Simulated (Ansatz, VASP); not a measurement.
**One calculation of LaTl, two programs**

```xyz
2
Lattice="3.9360 -0.0197 -0.0197 -0.0197 3.9360 -0.0197 -0.0197 -0.0197 3.9360" Properties=species:S:1:pos:R:3 pbc="T T T"
La    0.0000    0.0000    0.0000
Tl    1.9483    1.9483    1.9483
```

Change from the starting cell: equal xy, yz and zx shear strains of -1 %.

Alike in both runs: task single point; functional PBEsol; k mesh 10 × 10 × 10; occupations fermi-dirac, width 0.05 eV; no spin polarisation.

|  | VASP | Ansatz |
| --- | --- | --- |
| version | VASP 6.6.1 | Ansatz 0.2.0 |
| potentials or method | VASP PAW PBE potentials, release 64 (La, Tl_d), cutoff 520 eV | all-electron LAPW, scalar-relativistic |

Ansatz gave:

- pressure (GPa): -0.6
- traceless stress, the component that is largest in VASP (GPa): 0.32

Q: What did VASP give for the same quantities?

A: Pressure (GPa): -0.7; traceless stress, the component that is largest in VASP (GPa): 0.32.

VASP's potentials were made for PBE, not for PBEsol. Ansatz ran all-electron here, and VASP with PAW potentials.

Neither program's run includes spin-orbit coupling.
